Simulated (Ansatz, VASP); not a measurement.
**ZrC: VASP beside Ansatz**

```
Zr C
1.0
     2.82158    0.00000    0.00000
     0.00000    2.82158    0.00000
     0.00000    0.00000    2.82158
Zr C
1 1
Direct
  0.00000 0.00000 0.00000
  0.50000 0.50000 0.50000
```

Change from the starting cell: volume scaled by 0.9, LAPW.

Alike in both runs: task single point; functional PBE; k mesh 14 × 14 × 14; occupations fermi-dirac, width 0.1 eV; no spin polarisation.

|  | VASP | Ansatz |
| --- | --- | --- |
| version | VASP 6.6.1 | Ansatz 0.2.0 |
| potentials or method | VASP PAW PBE potentials, release 64 (Zr_sv, C), cutoff 520 eV | all-electron LAPW, scalar-relativistic |

Ansatz gave:

| Item | Value |
| --- | --- |
| pressure (GPa) | 25.0 |

Task: Estimate VASP's values.

Result: Pressure (GPa): 25.2.

Ansatz ran all-electron here, and VASP with PAW potentials.
